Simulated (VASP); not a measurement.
Wanted: the native input for a VASP 6.6.1 run.

```
Task                   : single point
Functional             : PBE
Potentials or basis    : VASP PAW PBE potentials, release 64 (K_sv, Ta_pv, O)
Cutoff                 : 520 eV
k mesh                 : 8 × 8 × 8
Occupations            : gaussian, width 0.05 eV
Spin                   : no spin polarisation
Dipole correction      : no
Further INCAR settings : ALGO = Normal; EDIFF = 1e-07; NBANDS = 27
```

The structure of KTaO3 lies in POSCAR:

```
KTaO3
1.0
    4.0248506931      0.0000000000      0.0000000000
    0.0000000000      4.1186297142      0.0000000000
    0.0000000000      0.0000000000      4.0248506931
K Ta O
1 1 3
Direct
    0.5000000000      0.5000000000      0.5000000000
    0.0000000000      0.0000000000      0.0000000000
    0.5000000000      0.0000000000      0.0000000000
    0.0000000000      0.5000000000      0.0000000000
    0.0000000000      0.0000000000      0.5000000000
```

This cell differs from its parent crystal: normal strain along x +0.0000, normal strain along y +0.0233.

One way to write it, as run:

INCAR

```
PREC = Accurate ; ENCUT = 520
EDIFF = 1E-7 ; ISMEAR = 0
SIGMA = 0.05 ; LREAL = False
LASPH = True ; NELM = 100
ALGO = Normal ; ISIF = 2
LWAVE = False ; LCHARG = True
GGA = PE ; LELF = True
LVHAR = True ; NBANDS = 27
```

KPOINTS

```
Automatic mesh
0
Gamma
  8 8 8
```

Potentials or basis: VASP PAW PBE potentials, release 64 (K_sv, Ta_pv, O).

Launch:

```bash
$ cat potpaw_PBE.64/K_sv/POTCAR potpaw_PBE.64/Ta_pv/POTCAR potpaw_PBE.64/O/POTCAR > POTCAR
$ mpirun -np 1 vasp_std > vasp.out
```

It gave:

| Item | Value |
| --- | --- |
| Pressure | -3.5 GPa |
| Band gap on the k mesh | 2.04 eV, indirect (least direct gap 2.67 eV) |

Caveat: the cell differs from its parent crystal (normal strain along x +0.0000, normal strain along y +0.0233); spin-orbit coupling is left out, which moves the levels of the heavy elements.

Wall time 86 s on 1 thread of AMD EPYC 7R13 Processor (Zen 3) (shared host), peak memory 0.23 GiB.
